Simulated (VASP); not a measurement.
Input of a VASP 6.6.1 run:

The input INCAR:

```
SYSTEM = ZrB2
PREC = Accurate
ENCUT = 600
EDIFF = 1E-8
ISMEAR = -1
SIGMA = 0.15
LREAL = .FALSE.
LASPH = .TRUE.
NELM = 60
ALGO = Normal
ISIF = 3
LWAVE = .FALSE.
LCHARG = .FALSE.
GGA = PS
IBRION = 6
NFREE = 2
POTIM = 0.015
NSW = 1
```

File KPOINTS:

```
Automatic mesh
0
G
  15 15 12
  0 0 0
```

The input POSCAR:

```
ZrB2
1.0
    3.1554555196      0.0000000000      0.0000000000
   -1.5777277598      2.7327046405      0.0000000000
    0.0000000000      0.0000000000      3.5067451871
Zr B
1 2
Direct
    0.0000000000      0.0000000000      0.0000000000
    0.3333333333      0.6666666667      0.5000000000
    0.6666666667      0.3333333333      0.5000000000
```

Potentials or basis: VASP PAW PBE potentials, release 64 (Zr_sv, B).

Launch:

```bash
$ cat potpaw_PBE.64/Zr_sv/POTCAR potpaw_PBE.64/B/POTCAR > POTCAR
$ mpirun -np 1 vasp_std > vasp.out
```

(1) What does it give for the Voigt bulk modulus?

(2) Predict the highest phonon frequency at Γ.

Answers

(1) 251 GPa.

(2) 787 cm⁻¹.

Caveat: the PAW data sets were made with another functional, which shifts forces and pressure a little.
